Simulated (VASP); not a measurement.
# CdS (P3m1) in VASP: a series of runs

The runs below take CdS through single point, with PBEsol.

Everything below comes from runs of VASP 6.6.1. Logs are shortened: lines on timing, memory, paths and dates and some standing lists are left out, and cuts for length are marked.

### Step 1. The cell of the first run

Symmetry: P3m1, No. 156, trigonal system. The conventional cell has a = 4.261 Å, b = 4.261 Å, c = 5.804 Å, α = 90.00°, β = 90.00°, γ = 120.00°. Cd (site symmetry 3m) has 3 S at 2.46 Å within 3.2 Å. S (site symmetry 3m) has 3 Cd at 2.46 Å within 3.2 Å.

### Step 2. Single point, PBEsol

Contents of INCAR:

```
SYSTEM = CdS
PREC = Accurate
ENCUT = 520
EDIFF = 1E-6
ISMEAR = 0
SIGMA = 0.01
LREAL = .FALSE.
LASPH = .TRUE.
NELM = 100
ALGO = Normal
ISIF = 2
LWAVE = .FALSE.
LCHARG = .FALSE.
GGA = PS
NBANDS = 16
```

Contents of KPOINTS:

```
regular mesh
0
G
  3 3 2
  0 0 0
```

Contents of POSCAR:

```
CdS
1.0
    4.2611700000      0.0000000000      0.0000000000
   -2.1305850000      3.6902810000      0.0000000000
    0.0000000000      0.0000000000      5.8041730000
Cd S
1 1
Direct
    0.0000000000      0.0000000000      0.4426920000
    0.6666666667      0.3333333333      0.4343080000
```

Potentials or basis: VASP PAW PBE potentials, release 64 (Cd, S).

Launch:

```sh
> cat potpaw_PBE.64/Cd/POTCAR potpaw_PBE.64/S/POTCAR > POTCAR
> mpirun -np 1 vasp_std > vasp.out
```

OUTCAR:

```text
SYSTEM = CdS
   PREC = Accurate
   ENCUT = 520
   EDIFF = 1E-6
   ISMEAR = 0
   LREAL = .FALSE.
   LASPH = .TRUE.
   NELM = 100
   ISIF = 2
   GGA = PS

 ion  position               nearest neighbor table
   1  0.000  0.000  0.443-   2 2.46   2 2.46   2 2.46
   2  0.667  0.333  0.434-   1 2.46   1 2.46   1 2.46

  LATTYP: Found a hexagonal cell.
 ALAT       =     4.2611700000
 C/A-ratio  =     1.3621078248

  Lattice vectors:

 A1 = (   4.2611700000,   0.0000000000,   0.0000000000)
 A2 = (  -2.1305850000,   3.6902810000,   0.0000000000)
 A3 = (   0.0000000000,   0.0000000000,   5.8041730000)

Analysis of symmetry for initial positions (statically):
=====================================================================
 Subroutine PRICEL returns:
 Original cell was already a primitive cell.

 Routine SETGRP: Setting up the symmetry group for a
 hexagonal supercell.

 Subroutine GETGRP returns: Found  6 space group operations
 (whereof  6 operations were pure point group operations)
 out of a pool of 24 trial point group operations.

The static configuration has the point symmetry C_3v.

Analysis of symmetry for dynamics (positions and initial velocities):
=====================================================================
 Subroutine PRICEL returns:
 Original cell was already a primitive cell.

 Routine SETGRP: Setting up the symmetry group for a
 hexagonal supercell.

 Subroutine GETGRP returns: Found  6 space group operations
 (whereof  6 operations were pure point group operations)
 out of a pool of 24 trial point group operations.

The dynamic configuration has the point symmetry C_3v.

 Subroutine INISYM returns: Found  6 space group operations
 (whereof  6 operations are pure point group operations),
 and found     1 'primitive' translations

----------------------------------------------------------------------------------------

                                     Primitive cell

  volume of cell :      91.2701

  direct lattice vectors                    reciprocal lattice vectors
     4.261170000  0.000000000  0.000000000     0.234677330  0.135491037  0.000000000
    -2.130585000  3.690281000  0.000000000     0.000000000  0.270982074  0.000000000
     0.000000000  0.000000000  5.804173000     0.000000000  0.000000000  0.172289834

  length of vectors
     4.261170000  4.261169593  5.804173000     0.270982048  0.270982074  0.172289834

  position of ions in fractional coordinates (direct lattice)
     0.000000000  0.000000000  0.442692000
     0.666666667  0.333333333  0.434308000

  ion indices of the primitive-cell ions
   primitive index   ion index
                 1           1
                 2           2

----------------------------------------------------------------------------------------

 KPOINTS: regular mesh

Automatic generation of k-mesh.
 Grid dimensions read from file:
 generate k-points for:    3    3    2

 Generating k-lattice:

  Cartesian coordinates                     Fractional coordinates (reciprocal lattice)
     0.078225777  0.045163679  0.000000000     0.333333333  0.000000000  0.000000000
     0.000000000  0.090327358  0.000000000     0.000000000  0.333333333  0.000000000
     0.000000000  0.000000000  0.086144917     0.000000000  0.000000000  0.500000000

  Length of vectors
     0.090327349  0.090327358  0.086144917

  Shift w.r.t. Gamma in fractional coordinates (k-lattice)
     0.000000000  0.000000000  0.000000000

 Subroutine IBZKPT returns following result:
 ===========================================

 Found      6 irreducible k-points:

 Following reciprocal coordinates:
            Coordinates               Weight
  0.000000  0.000000  0.000000      1.000000
  0.333333  0.000000  0.000000      6.000000
  0.333333  0.333333  0.000000      2.000000
  0.000000  0.000000  0.500000      1.000000
  0.333333  0.000000  0.500000      6.000000
  0.333333  0.333333  0.500000      2.000000
   k-points           NKPTS =      6   k-points in BZ     NKDIM =      6   number of bands    NBANDS=     16
   number of dos      NEDOS =    301   number of ions     NIONS =      2
   total plane-waves  NPLWV =  49152
   dimension x,y,z NGX =    32 NGY =   32 NGZ =   48
   dimension x,y,z NGXF=    64 NGYF=   64 NGZF=   96
   ions per type =               1   1
   NGX,Y,Z   is equivalent  to a cutoff of  12.48, 12.48, 13.75 a.u.
   NGXF,Y,Z  is equivalent  to a cutoff of  24.97, 24.97, 27.50 a.u.
 SYSTEM =  CdS
   PREC   = accura    normal or accurate (medium, high low for compatibility)
   ISTART =      0    job   : 0-new  1-cont  2-samecut
   ICHARG =      2    charge: 1-file 2-atom 10-const
   ISPIN  =      1    spin polarized calculation?
   LNONCOLLINEAR =      F non collinear calculations
   LSORBIT =      F    spin-orbit coupling
   LASPH  =      T    aspherical Exc in radial PAW
   ENCUT  =  520.0 eV  38.22 Ry    6.18 a.u.   7.92  7.92 10.79*2*pi/ulx,y,z
   NELM   =    100;   NELMIN=  2; NELMDL= -5     # of ELM steps
   EDIFF  = 0.1E-05   stopping-criterion for ELM
   LREAL  =      F    real-space projection
   EDIFFG = 0.1E-04   stopping-criterion for IOM
   NSW    =      0    number of steps for IOM
   IBRION =     -1    ionic relax: 0-MD 1-quasi-New 2-CG
   NFREE  =      0    steps in history (QN), initial steepest desc. (CG)
   ISIF   =      2    stress and relaxation
   ISYM   =      2    0-nonsym 1-usesym 2-fastsym
   POTIM  = 0.5000    time-step for ionic-motion
   TEBEG  =    0.0;   TEEND  =   0.0 temperature during run
   PSTRESS=    0.0 pullay stress
   NELECT =      18.0000    total number of electrons
   NUPDOWN=      -1.0000    fix difference up-down
   EMIN   =  10.00;   EMAX   =-10.00  energy-range for DOS
   EFERMI =   0.00;   METHOD = LEGACY
   ISMEAR =     0;   SIGMA  =   0.01  broadening in eV -4-tet -1-fermi 0-gaus
   EFERMI_NEDOS =   21; number of points for ismear=-14 and -15
   IALGO  =     38    algorithm
   IMIX   =      4    mixing-type and parameters
     AMIX     =   0.40;   BMIX     =  1.00
     AMIX_MAG =   1.60;   BMIX_MAG =  1.00
  volume/ion in A,a.u.               =      45.64       307.96
  Fermi-wavevector in a.u.,A,eV,Ry     =   0.952919  1.800756 12.354841  0.908055
  Thomas-Fermi vector in A             =   2.081527
   LORBIT       =      0    0 simple, 1 ext, 2 COOP (PROOUT), +10 PAW based schemes
   GGA     = PS    functional components
   LHFCALC =     F    Hartree Fock is set to
   AEXX    =    0.0000 exact exchange contribution
   IVDW    =     0    specifies the selected vdW correction
   LEPSILON=     F    determine dielectric tensor
   LRPA    =     F    only Hartree local field effects (RPA)
 non-spin polarized calculation
 Gauss-broadening in eV      SIGMA  =   0.01
  energy-cutoff  :      520.00
  volume of cell :       91.27
 maximum number of plane-waves:      2490
 NGX is ok and might be reduce to    32
   NGX = 15   NGY = 15   NGZ = 21

 number of electron      18.0000002 magnetization

 Free energy of the ion-electron system (eV)
  ---------------------------------------------------
  ext. energy  EPLUGINS =         0.00000000
  ---------------------------------------------------
  free energy    TOTEN  =        -6.04599228 eV

  energy without entropy =       -6.04599228  energy(sigma->0) =       -6.04599228

 E-fermi :  -2.0776     XC(G=0):  -6.1746

 val. band max:       -2.1352334943   @ k =   0.0000   0.0000   0.5000
 cond. band min:      -0.7587893355   @ k =   0.0000   0.0000   0.0000
 fundamental gap:      1.3764441588
 Fermi energy:        -2.0775807402

 k-point     1 :       0.0000    0.0000    0.0000
  band No.  band energies     occupation
      1     -13.7290      2.00000
      2      -9.8296      2.00000
      3      -9.8296      2.00000
      4      -9.3248      2.00000
      5      -9.3248      2.00000
      6      -9.1126      2.00000
[... 8 lines left out ...]
     15       8.7243      0.00000
     16       9.5312      0.00000

 k-point     2 :       0.3333    0.0000    0.0000
  band No.  band energies     occupation
      1     -13.4707      2.00000
      2      -9.6539      2.00000
      3      -9.6133      2.00000
      4      -9.4065      2.00000
      5      -9.3366      2.00000
      6      -9.0004      2.00000
[... 8 lines left out ...]
     15       8.0282      0.00000
     16       8.4437      0.00000

 k-point     3 :       0.3333    0.3333    0.0000
  band No.  band energies     occupation
      1     -13.3415      2.00000
      2      -9.5844      2.00000
      3      -9.5098      2.00000
      4      -9.4234      2.00000
      5      -9.3646      2.00000
      6      -8.7477      2.00000
[... 8 lines left out ...]
     15       7.1478      0.00000
     16       7.2838      0.00000

 k-point     4 :       0.0000    0.0000    0.5000
  band No.  band energies     occupation
      1     -13.7255      2.00000
      2      -9.8294      2.00000
      3      -9.8294      2.00000
      4      -9.3253      2.00000
      5      -9.3253      2.00000
      6      -9.1032      2.00000
[... 8 lines left out ...]
     15       7.9686      0.00000
     16       8.9748      0.00000

 k-point     5 :       0.3333    0.0000    0.5000
  band No.  band energies     occupation
      1     -13.4680      2.00000
      2      -9.6530      2.00000
      3      -9.6132      2.00000
      4      -9.4083      2.00000
      5      -9.3373      2.00000
      6      -8.9954      2.00000
[... 8 lines left out ...]
     15       8.0064      0.00000
     16       8.1007      0.00000

 k-point     6 :       0.3333    0.3333    0.5000
  band No.  band energies     occupation
      1     -13.3393      2.00000
      2      -9.5828      2.00000
      3      -9.5098      2.00000
      4      -9.4253      2.00000
      5      -9.3657      2.00000
      6      -8.7469      2.00000
[... 8 lines left out ...]
     15       7.2990      0.00000
     16       8.6762      0.00000

------------------------ aborting loop because EDIFF is reached ----------------------------------------

  FORCE on cell =-STRESS in cart. coord.  units (eV):
  Direction    XX          YY          ZZ          XY          YZ          ZX
  --------------------------------------------------------------------------------------
  -------------------------------------------------------------------------------------
  Total       -0.9726803     -0.9726801      0.0213056      0.0000000      0.0000000      0.0000000
  in kB      -17.0746602    -17.0746559      0.3740039      0.0000000      0.0000000      0.0000000
  external PRESSURE =     -11.2584374 kB  Pullay stress =       0.0000000 kB

 VOLUME and BASIS-vectors are now :
 -----------------------------------------------------------------------------
  energy-cutoff  :      520.00
  volume of cell :       91.27
      direct lattice vectors                 reciprocal lattice vectors
     4.261170000  0.000000000  0.000000000     0.234677330  0.135491037  0.000000000
    -2.130585000  3.690281000  0.000000000     0.000000000  0.270982074  0.000000000
     0.000000000  0.000000000  5.804173000     0.000000000  0.000000000  0.172289834

 POSITION                                       TOTAL-FORCE (eV/Angst)
 -----------------------------------------------------------------------------------
      0.00000      0.00000      2.56946         0.000000      0.000000     -0.005762
      2.13059      1.23009      2.52080        -0.000000     -0.000000      0.005762
 -----------------------------------------------------------------------------------
    total drift:                                0.000001      0.000004      0.000022

  FREE ENERGIE OF THE ION-ELECTRON SYSTEM (eV)
  ---------------------------------------------------
  free  energy   TOTEN  =        -6.0459922769 eV

  energy  without entropy=       -6.0459922769  energy(sigma->0) =       -6.04599228
```

Run time: 13 s. Hardware: 1 thread of AMD EPYC 7R43 (Zen 3), shared host; peak memory 0.16 GiB.

Results:

- Free energy: -6.0460 eV
- Pressure: -1.1 GPa
- Largest force: 0.006 eV/Å
- Band gap on the k mesh: 1.38 eV, indirect (the least direct gap lies 4.4 meV higher)

Forces in eV/Å, atoms in the order of the input:
```
Cd   0.000  0.000 -0.006
S    0.000  0.000  0.006
```

Levels at points of the mesh, in eV from the valence-band top:
```csv
k point,band 7,band 8,band 9,band 10,band 11,band 12
"(0.00, 0.00, 0.00)",-1.07,0.00,0.00,1.38,5.62,6.81
"(0.00, 0.00, 0.50)",-1.28,0.00,0.00,1.64,5.09,6.86
```

Caveat: the k points lie up to 0.57 Å⁻¹ apart; the PAW data sets were made with another functional, which shifts forces and pressure a little.

(Continued in part 2 of 2.)
